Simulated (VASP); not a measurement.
Here is a VASP 6.6.1 calculation.

Contents of INCAR:

```
SYSTEM = SnTe
PREC = Accurate
ENCUT = 520
EDIFF = 1E-6
ISMEAR = 0
SIGMA = 0.05
LREAL = .False.
LASPH = .True.
NELM = 80
ALGO = Normal
ISIF = 2
LWAVE = .False.
LCHARG = .False.
NBANDS = 17
```

The input KPOINTS:

```
regular mesh
0
Gamma
  6 6 6
  0 0 0
```

Contents of POSCAR:

```
SnTe
1.0
    0.0000000000      3.0952949935      3.0952949935
    3.0952949935      0.0000000000      3.0952949935
    3.0952949935      3.0952949935      0.0000000000
Sn Te
1 1
Direct
    0.5000000000      0.5000000000      0.5000000000
    0.0000000000      0.0000000000      0.0000000000
```

Potentials or basis: VASP PAW LDA potentials, release 64 (Sn_d, Te).

Command:

```sh
$ cat potpaw_LDA.64/Sn_d/POTCAR potpaw_LDA.64/Te/POTCAR > POTCAR
$ mpirun -np 1 vasp_std > vasp.out
```

**Question.** Estimate the pressure.

**Answer.** 1.2 GPa.

**Question.** Estimate the band gap on the k mesh.

**Answer.** 0.28 eV, direct.

Caveat: spin-orbit coupling is left out, which moves the levels of the heavy elements. A k mesh can miss the band edges.
